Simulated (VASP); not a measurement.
Write the native input for VASP 6.6.1 that does the following.

| Property | Result |
| --- | --- |
| Task | single point |
| Functional | r2SCAN |
| Potentials or basis | VASP PAW PBE potentials, release 64 (Cs_sv, Pb_d, Br) |
| Cutoff | 520 eV |
| k mesh | 1 × 1 × 1 |
| Occupations | fermi-dirac, width 0.05 eV |
| Spin | no spin polarisation |
| Dipole correction | no |
| Further INCAR settings | LREAL = Auto; ALGO = Normal; EDIFF = 1e-06; NBANDS = 104 |

Crystal: CsPbBr3.

```
Cs Pb Br
1.0
     8.54753    0.03728    0.08132
     0.03728    8.41798    0.06864
     0.11988    0.10118   12.39935
Cs Pb Br
4 4 12
Direct
  0.02920 0.51059 0.24416
  0.49574 0.01563 0.26662
  0.47568 0.99494 0.75208
  0.03288 0.52327 0.77395
  0.01274 0.00137 0.00597
  0.00630 0.98910 0.50024
  0.49047 0.49095 0.49906
  0.48436 0.51009 0.01063
  0.03219 0.98613 0.23893
  0.94448 0.97335 0.75343
  0.16095 0.66627 0.02133
  0.32651 0.83592 0.50508
  0.31495 0.20904 0.00783
  0.11607 0.32820 0.49390
  0.51682 0.50681 0.73060
  0.49384 0.46228 0.24150
  0.68378 0.20632 0.47420
  0.83927 0.31386 0.97935
  0.80791 0.64717 0.47769
  0.70155 0.79368 0.99594
```

The input as run:

POSCAR

```
CsPbBr3
1.0
    8.5475340000      0.0372820000      0.0813190000
    0.0372820000      8.4179830000      0.0686350000
    0.1198820000      0.1011830000     12.3993520000
Cs Pb Br
4 4 12
Direct
    0.0292007451      0.5105863078      0.2441564151
    0.4957399989      0.0156261205      0.2666199347
    0.4756843711     -0.0050643789      0.7520768357
    0.0328759750      0.5232682771      0.7739527066
    0.0127443590      0.0013685500      0.0059736760
    0.0062985104     -0.0108993419      0.5002387131
    0.4904652103      0.4909511100      0.4990599049
    0.4843628987      0.5100944531      0.0106297297
    0.0321934012     -0.0138721518      0.2389265326
   -0.0555164822     -0.0266530050      0.7534300078
    0.1609473601      0.6662690209      0.0213303524
    0.3265135069      0.8359153645      0.5050808459
    0.3149525352      0.2090364443      0.0078343738
    0.1160749178      0.3282019284      0.4938995816
    0.5168179687      0.5068087590      0.7306017331
    0.4938399921      0.4622785782      0.2414975343
    0.6837830905      0.2063232625      0.4742049783
    0.8392683220      0.3138638063     -0.0206535392
    0.8079061761      0.6471675260      0.4776929903
    0.7015469837      0.7936765350     -0.0040585257
```

INCAR.step1

```
ALGO = Normal ; EDIFF = 1E-4
ENCUT = 520 ; GGA = PE
ISMEAR = -1 ; LASPH = T
LCHARG = F ; LREAL = Auto
LWAVE = T ; NBANDS = 104
NELM = 60 ; PREC = Accurate
SIGMA = 0.05
```

INCAR.step2

```
ALGO = Normal ; EDIFF = 1E-6
ENCUT = 520 ; ISIF = 2
ISMEAR = -1 ; ISTART = 1
LASPH = T ; LCHARG = F
LMIXTAU = T ; LREAL = Auto
LWAVE = F ; METAGGA = R2SCAN
NBANDS = 104 ; NELM = 60
PREC = Accurate ; SIGMA = 0.05
```

KPOINTS

```
k-points
0
Gamma
  1 1 1
```

Potentials or basis: VASP PAW PBE potentials, release 64 (Cs_sv, Pb_d, Br).

Command:

```bash
$ cat potpaw_PBE.64/Cs_sv/POTCAR potpaw_PBE.64/Pb_d/POTCAR potpaw_PBE.64/Br/POTCAR > POTCAR
$ cp INCAR.step1 INCAR
$ mpirun -np 1 vasp_gam > vasp.out
$ cp INCAR.step2 INCAR
$ mpirun -np 1 vasp_gam > vasp.out
```

Results of the run:

| Quantity | Value |
| --- | --- |
| Pressure | -0.2 GPa |
| Largest force | 0.684 eV/Å |

Caveat: the k points lie up to 0.75 Å⁻¹ apart; the PAW data sets were made with another functional, which shifts forces and pressure a little.

Wall time 6.9 min on 1 thread of Intel(R) Xeon(R) Platinum 8259CL CPU @ 2.50GHz (Skylake/Cascade Lake), on a shared host, peak memory 0.87 GiB.
